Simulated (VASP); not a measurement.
# SiW6 in VASP: notebook

Runs on SiW6. Level: PBE+D3(BJ). Tasks: single point.

All numbers are computed with VASP 6.6.1; they aren't measurements. Logs are shortened: lines on timing, memory, paths and dates and some standing lists are left out, and cuts for length are marked.

## 1. The cell of the first run

The cell holds a slab with vacuum, 7 atoms: a = 4.468 Å, b = 4.468 Å, c = 21.726 Å, α = 90.00°, β = 90.00°, γ = 120.00°.

## 2. Single point, PBE+D3(BJ)

File INCAR:

```
SYSTEM = SiW6
PREC = Accurate
ENCUT = 520
EDIFF = 1E-6
ISMEAR = 0
SIGMA = 0.1
LREAL = .False.
LASPH = .True.
NELM = 100
ALGO = Normal
ISIF = 2
LWAVE = .False.
LCHARG = .False.
LDIPOL = .True.
IDIPOL = 3
DIPOL = 0.5 0.5 0.316
GGA = PE
IVDW = 12
NBANDS = 53
```

File KPOINTS:

```
Automatic mesh
0
Gamma
  6 6 1
  0 0 0
```

File POSCAR:

```
SiW6
1.0
    4.4682526324      0.0000000000      0.0000000000
   -2.2341263162      3.8696202902      0.0000000000
    0.0000000000      0.0000000000     21.7259061349
W Si
6 1
Direct
    0.6666666667      0.3333333333      0.1841119986
    0.3333333333      0.6666666667      0.2260931360
    0.0000000000      0.0000000000      0.2680742733
    0.6666666667      0.3333333333      0.3070897866
    0.3333333333      0.6666666667      0.3466976876
    0.0000000000      0.0000000000      0.3832248047
    0.2222222222      0.8888888889      0.4982948038
```

Potentials or basis: VASP PAW PBE potentials, release 64 (W_sv, Si).

Launch:

```bash
$ cat potpaw_PBE.64/W_sv/POTCAR potpaw_PBE.64/Si/POTCAR > POTCAR
$ mpirun -np 1 vasp_std > vasp.out
```

OUTCAR:

```text
SYSTEM = SiW6
   PREC = Accurate
   ENCUT = 520
   EDIFF = 1E-6
   ISMEAR = 0
   LREAL = .False.
   LASPH = .True.
   NELM = 100
   ISIF = 2
   GGA = PE
   IVDW = 12
 IVDW          = 12

 ion  position               nearest neighbor table
   1  0.667  0.333  0.184-   4 2.67   2 2.74   2 2.74   2 2.74   3 3.16   3 3.16   3 3.16
   2  0.333  0.667  0.226-   5 2.62   3 2.74   3 2.74   3 2.74   1 2.74   1 2.74   1 2.74   4 3.12
                             4 3.12   4 3.12
   3  0.000  0.000  0.268-   6 2.50   4 2.72   4 2.72   4 2.72   2 2.74   2 2.74   2 2.74   5 3.09
                             5 3.09   5 3.09   1 3.16   1 3.16   1 3.16
   4  0.667  0.333  0.307-   1 2.67   3 2.72   3 2.72   3 2.72   5 2.72   5 2.72   5 2.72   6 3.06
                             6 3.06   6 3.06   2 3.12   2 3.12   2 3.12
   5  0.333  0.667  0.347-   2 2.62   6 2.70   6 2.70   6 2.70   4 2.72   4 2.72   4 2.72   3 3.09
                             3 3.09   3 3.09
   6  0.000  0.000  0.383-   3 2.50   5 2.70   5 2.70   5 2.70   7 2.82   4 3.06   4 3.06   4 3.06

   7  0.222  0.889  0.498-   6 2.82

  LATTYP: Found a hexagonal cell.
 ALAT       =     4.4682526324
 C/A-ratio  =     4.8622824004

  Lattice vectors:

 A1 = (   4.4682526324,   0.0000000000,   0.0000000000)
 A2 = (  -2.2341263162,   3.8696202902,   0.0000000000)
 A3 = (   0.0000000000,   0.0000000000,  21.7259061349)

Analysis of symmetry for initial positions (statically):
=====================================================================
 Subroutine PRICEL returns:
 Original cell was already a primitive cell.

 Routine SETGRP: Setting up the symmetry group for a
 hexagonal supercell.

 Subroutine GETGRP returns: Found  1 space group operations
 (whereof  1 operations were pure point group operations)
 out of a pool of 24 trial point group operations.

The static configuration has the point symmetry C_1 .

Analysis of symmetry for dynamics (positions and initial velocities):
=====================================================================
 Subroutine PRICEL returns:
 Original cell was already a primitive cell.

 Routine SETGRP: Setting up the symmetry group for a
 hexagonal supercell.

 Subroutine GETGRP returns: Found  1 space group operations
 (whereof  1 operations were pure point group operations)
 out of a pool of 24 trial point group operations.

[... 106 lines left out ...]
   LREAL  =      F    real-space projection
[... 7 lines left out ...]
   TEBEG  =    0.0;   TEEND  =   0.0 temperature during run
   PSTRESS=    0.0 pullay stress
   NELECT =      88.0000    total number of electrons
   NUPDOWN=      -1.0000    fix difference up-down
   EMIN   =  10.00;   EMAX   =-10.00  energy-range for DOS
   EFERMI =   0.00;   METHOD = LEGACY
   ISMEAR =     0;   SIGMA  =   0.10  broadening in eV -4-tet -1-fermi 0-gaus
   EFERMI_NEDOS =   21; number of points for ismear=-14 and -15
   IALGO  =     38    algorithm
   IMIX   =      4    mixing-type and parameters
     AMIX     =   0.40;   BMIX     =  1.00
     AMIX_MAG =   1.60;   BMIX_MAG =  1.00
  volume/ion in A,a.u.               =      53.66       362.14
  Fermi-wavevector in a.u.,A,eV,Ry     =   1.009193  1.907099 13.857143  1.018471
  Thomas-Fermi vector in A             =   2.142107
   LORBIT       =      0    0 simple, 1 ext, 2 COOP (PROOUT), +10 PAW based schemes
   GGA     = PE    functional components
   LHFCALC =     F    Hartree Fock is set to
   AEXX    =    0.0000 exact exchange contribution
   IVDW    =    12    specifies the selected vdW correction
   LEPSILON=     F    determine dielectric tensor
   LRPA    =     F    only Hartree local field effects (RPA)
 non-spin polarized calculation
 Gauss-broadening in eV      SIGMA  =   0.10
  energy-cutoff  :      520.00
  volume of cell :      375.65
 maximum number of plane-waves:     10145
 NGX is ok and might be reduce to    36
   NGX = 17   NGY = 17   NGZ = 81

 dipolmoment           0.000000      0.000000     -0.081543 electrons x Angstroem

 number of electron      88.0000002 magnetization

 dipolmoment           0.000000      0.000000      0.089808 electrons x Angstroem

 Free energy of the ion-electron system (eV)
  ---------------------------------------------------
  ext. energy  EPLUGINS =         0.00000000
  ---------------------------------------------------
  free energy    TOTEN  =       -73.36608553 eV

  energy without entropy =      -73.32826845  energy(sigma->0) =      -73.34717699

 E-fermi :   0.2506     XC(G=0):  -5.2747

 val. band max:        0.2363031700   @ k =  -0.3333   0.5000   0.0000
 cond. band min:       0.2515912939   @ k =  -0.1667   0.3333   0.0000
 fundamental gap:      0.0152881238
 Fermi energy:         0.2506431705

 k-point     1 :       0.0000    0.0000    0.0000
  band No.  band energies     occupation
      1     -73.7768      2.00000
      2     -73.6632      2.00000
      3     -73.6344      2.00000
      4     -73.5296      2.00000
      5     -73.4346      2.00000
      6     -73.3897      2.00000
[... 1109 lines left out ...]
     52       1.7989      0.00000
     53       2.1651      0.00000

------------------------ aborting loop because EDIFF is reached ----------------------------------------

 vacuum level on the upper side and lower side of the slab       (xc-potential included)         0.283        -0.651

 Edisp (eV)   -2.85605

 E8    (eV) :    -1.4992

  FORCE on cell =-STRESS in cart. coord.  units (eV):
  Direction    XX          YY          ZZ          XY          YZ          ZX
  --------------------------------------------------------------------------------------
  -------------------------------------------------------------------------------------
  Total      -8.03117    -7.72344    -6.89086     0.29936    -0.23060     0.03146
  in kB     -34.25353   -32.94106   -29.39005     1.27681    -0.98353     0.13417
  external pressure =      -32.19 kB  Pullay stress =        0.00 kB

 VOLUME and BASIS-vectors are now :
 -----------------------------------------------------------------------------
  energy-cutoff  :      520.00
  volume of cell :      375.65
      direct lattice vectors                 reciprocal lattice vectors
     4.468252632  0.000000000  0.000000000     0.223801133  0.129211644  0.000000000
    -2.234126316  3.869620290  0.000000000     0.000000000  0.258423288  0.000000000
     0.000000000  0.000000000 21.725906135     0.000000000  0.000000000  0.046028000

 POSITION                                       TOTAL-FORCE (eV/Angst)
 -----------------------------------------------------------------------------------
      2.23413      1.28987      4.00000         0.079689     -0.070806      2.101956
     -0.00000      2.57975      4.91208        -0.076508      0.025393     -0.725095
      0.00000      0.00000      5.82416         0.152127     -0.022621     -2.051717
      2.23413      1.28987      6.67180        -0.236913      0.177204     -0.320772
     -0.00000      2.57975      7.53232        -0.355352      0.192393      1.003371
      0.00000      0.00000      8.32591         0.508271     -0.277126      2.010915
     -0.99295      3.43966     10.82591        -0.071314     -0.024436     -2.018659
 -----------------------------------------------------------------------------------
    total drift:                                0.000000     -0.000014     -0.000479

  FREE ENERGIE OF THE ION-ELECTRON SYSTEM (eV)
  ---------------------------------------------------
  free  energy   TOTEN  =       -76.2221320094 eV

  energy  without entropy=      -76.1843149243  energy(sigma->0) =      -76.20322347

 vacuum level on the upper side and lower side of the slab         4.945         4.001
```

It took 19 min on 1 thread of AMD EPYC 7R43 (Zen 3), shared host; peak memory 0.62 GiB.

What came out:

```yaml
Free_energy: -76.2221 eV
Largest_force: 2.105 eV/Å
Band_gap_on_the_k_mesh: zero (bands 44 and 45 overlap by 0.39 eV)
Dispersion_energy_per_atom: -0.408 eV
```

Forces on the atoms (eV/Å):
```
W    0.080 -0.071  2.102
W   -0.077  0.025 -0.725
W    0.152 -0.023 -2.052
W   -0.237  0.177 -0.321
W   -0.355  0.192  1.003
W    0.508 -0.277  2.011
Si  -0.071 -0.024 -2.019
```

Caveat: spin-orbit coupling is left out, which moves the levels of the heavy elements.

## 3. Single point, PBE+D3(BJ)

File INCAR:

```
SYSTEM = SiW6
PREC     = Accurate       ! precision mode
ENCUT    = 520            ! plane-wave cutoff, eV
EDIFF    = 1E-6           ! SCF threshold, eV
ISMEAR   = 0              ! smearing method
SIGMA    = 0.1            ! smearing width, eV
LREAL    = .FALSE.        ! projectors in reciprocal space
LASPH    = .TRUE.         ! aspherical terms in the spheres
NELM     = 60             ! most SCF steps
ALGO     = Normal         ! electronic algorithm
ISIF     = 2              ! what is computed and relaxed
LWAVE    = .FALSE.        ! write WAVECAR
LCHARG   = .FALSE.        ! write CHGCAR
LDIPOL   = .TRUE.       
IDIPOL   = 3            
DIPOL    = 0.5 0.5 0.316
GGA      = PE             ! functional
IVDW     = 12             ! dispersion correction
NBANDS   = 53             ! bands
```

File KPOINTS:

```
regular mesh
0
G
  6 6 1
  0 0 0
```

POSCAR: that of step 2 with these lines changed.

```diff
@@ -14,2 +14,2 @@
     0.0000000000      0.0000000000      0.3832248047
-    0.2222222222      0.8888888889      0.4982948038
+    0.8888888889      0.2222222222      0.4982948038
```

Potentials or basis: VASP PAW PBE potentials, release 64 (W_sv, Si).

Launch:

```bash
$ cat potpaw_PBE.64/W_sv/POTCAR potpaw_PBE.64/Si/POTCAR > POTCAR
$ mpirun -np 1 vasp_std > vasp.out
```

It used 1800 s of CPU time on 1 thread of AMD EPYC 7R13 Processor (Zen 3), on a shared host.

Results (log left out):

* Free energy: -76.1390 eV
* Largest force: 2.181 eV/Å
* Band gap on the k mesh: zero (bands 44 and 45 overlap by 0.18 eV)
* Dispersion energy per atom: -0.408 eV

Forces in eV/Å, atoms in the order of the input:
```
W    0.031  0.045  2.052
W    0.087 -0.083 -0.631
W   -0.260  0.168 -2.159
W   -0.024 -0.092 -0.108
W    0.134 -0.191  0.917
W   -0.183  0.240  1.966
Si   0.217 -0.088 -2.037
```

Levels at points of the mesh, in eV from the Fermi level:
```csv
k point,band 42,band 43,band 44,band 45,band 46,band 47
"(0.00, 0.00, 0.00)",-1.09,-1.01,-0.44,0.74,1.14,1.57
"(0.50, 0.00, 0.00)",-0.74,-0.20,0.03,0.26,0.34,0.71
"(0.00, 0.50, 0.00)",-0.76,-0.22,0.00,0.20,0.28,0.76
"(0.50, 0.50, 0.00)",-0.80,-0.28,0.04,0.17,0.22,0.75
```

Caveat: spin-orbit coupling is left out, which moves the levels of the heavy elements.

## 4. Single point, PBE+D3(BJ)

File INCAR:

```
SYSTEM = SiW6
PREC = Accurate
ENCUT = 520
EDIFF = 1E-6
ISMEAR = 0
SIGMA = 0.1
LREAL = .False.
LASPH = .True.
NELM = 100
ALGO = Normal
ISIF = 2
LWAVE = .False.
LCHARG = .False.
LDIPOL = .True.
IDIPOL = 3
DIPOL = 0.5 0.5 0.316
GGA = PE
IVDW = 12
NBANDS = 53
```

File KPOINTS:

```
regular mesh
0
Gamma
  6 6 1
  0 0 0
```

POSCAR: that of step 3 with these lines changed.

```diff
@@ -14,2 +14,2 @@
     0.0000000000      0.0000000000      0.3832248047
-    0.8888888889      0.2222222222      0.4982948038
+    0.1111111111      0.4444444444      0.4982948038
```

Launch:

```bash
$ cat potpaw_PBE.64/W_sv/POTCAR potpaw_PBE.64/Si/POTCAR > POTCAR
$ mpirun -np 1 vasp_std > vasp.out
```

Run time: 41 min. Hardware: 1 thread of AMD EPYC 7R13 (Zen 3), shared host; peak memory 0.64 GiB.

Results (log left out):

- Free energy: -76.1466 eV
- Largest force: 2.173 eV/Å
- Band gap on the k mesh: zero (bands 44 and 45 overlap by 0.32 eV)
- Dispersion energy per atom: -0.409 eV

Forces in eV/Å, atoms in the order of the input:
```
W    0.066  0.084  2.108
W   -0.014 -0.068 -0.826
W   -0.047  0.075 -1.740
W   -0.103 -0.279 -0.310
W   -0.049 -0.295  1.196
W    0.014  0.612  1.736
Si   0.133 -0.128 -2.165
```

Levels at points of the mesh, in eV from the Fermi level:
```
           k point  band 40  band 41  band 42  band 43  band 44  band 45  band 46  band 47  band 48  band 49
(0.00, 0.00, 0.00)    -1.23    -1.10    -1.07    -0.86    -0.43     0.73     1.29     1.47     1.63     1.64
(0.50, 0.00, 0.00)    -1.35    -0.95    -0.62    -0.22     0.04     0.27     0.42     0.67     1.05     1.37
(0.00, 0.50, 0.00)    -1.34    -1.19    -0.76    -0.34     0.03     0.15     0.26     0.75     1.39     1.41
(0.50, 0.50, 0.00)    -1.35    -1.01    -0.71    -0.34     0.09     0.21     0.30     0.81     1.07     1.37
```

Caveat: spin-orbit coupling is left out, which moves the levels of the heavy elements.

## 5. Single point, PBE+D3(BJ)

File INCAR:

```
SYSTEM = SiW6
  ALGO = Normal
  DIPOL = 0.5 0.5 0.316
  EDIFF = 1E-7
  ENCUT = 520
  GGA = PE
  IDIPOL = 3
  ISIF = 2
  ISMEAR = 0
  IVDW = 12
  LASPH = .True.
  LCHARG = .False.
  LDIPOL = .True.
  LREAL = .False.
  LWAVE = .False.
  NBANDS = 53
  NELM = 80
  PREC = Accurate
  SIGMA = 0.1
```

File KPOINTS:

```
k-points
0
Gamma
  6 6 1
  0 0 0
```

POSCAR: that of step 4 with these lines changed.

```diff
@@ -14,2 +14,2 @@
     0.0000000000      0.0000000000      0.3832248047
-    0.1111111111      0.4444444444      0.4982948038
+    0.4444444444      0.1111111111      0.4982948038
```

Launch:

```bash
$ cat potpaw_PBE.64/W_sv/POTCAR potpaw_PBE.64/Si/POTCAR > POTCAR
$ mpirun -np 1 vasp_std > vasp.out
```

Wall time 24 min (1 thread of AMD EPYC 7R13 (Zen 3), shared host); peak memory 0.63 GiB.

The run converged. Its results:

| Item | Value |
| --- | --- |
| Free energy | -76.0047 eV |
| Largest force | 2.187 eV/Å |
| Band gap on the k mesh | zero (bands 44 and 45 overlap by 0.09 eV) |
| Dispersion energy per atom | -0.410 eV |

Forces on the atoms (eV/Å):
```
W    0.001 -0.129  2.054
W   -0.075  0.030 -0.688
W    0.181  0.110 -1.918
W   -0.064  0.159  0.002
W   -0.158  0.054  0.961
W    0.404  0.034  1.741
Si  -0.288 -0.258 -2.152
```

Levels at points of the mesh, in eV from the Fermi level:
```tsv
k point	band 41	band 42	band 43	band 44	band 45	band 46	band 47	band 48
(0.00, 0.00, 0.00)	-1.11	-1.08	-0.86	-0.43	0.73	1.20	1.38	1.62
(0.50, 0.00, 0.00)	-1.14	-0.79	-0.29	0.04	0.17	0.24	0.77	1.00
(0.00, 0.50, 0.00)	-1.01	-0.68	-0.15	0.01	0.27	0.37	0.66	0.95
(0.50, 0.50, 0.00)	-1.18	-0.77	-0.25	-0.02	0.19	0.29	0.88	1.04
```

Caveat: spin-orbit coupling is left out, which moves the levels of the heavy elements.

## 6. Overview

| cell | gap on the mesh (eV) | largest force (eV/Å) |
| --- | --- | --- |
| as given, atomic positions A | none | 2.10 |
| as given, atomic positions B | none | 2.18 |
| as given, atomic positions C | none | 2.17 |
| as given, atomic positions D | none | 2.19 |

Alike in all rows: task single point; level PBE+D3(BJ); potentials or basis VASP PAW PBE potentials, release 64 (W_sv, Si); no spin polarisation; k mesh 6 × 6 × 1; cutoff (eV) 520; smearing gaussian 0.1 eV.

Caveats: spin-orbit coupling is left out, which moves the levels of the heavy elements.

Total energies depend on the potentials used, so only differences within one code and one set of settings carry meaning.
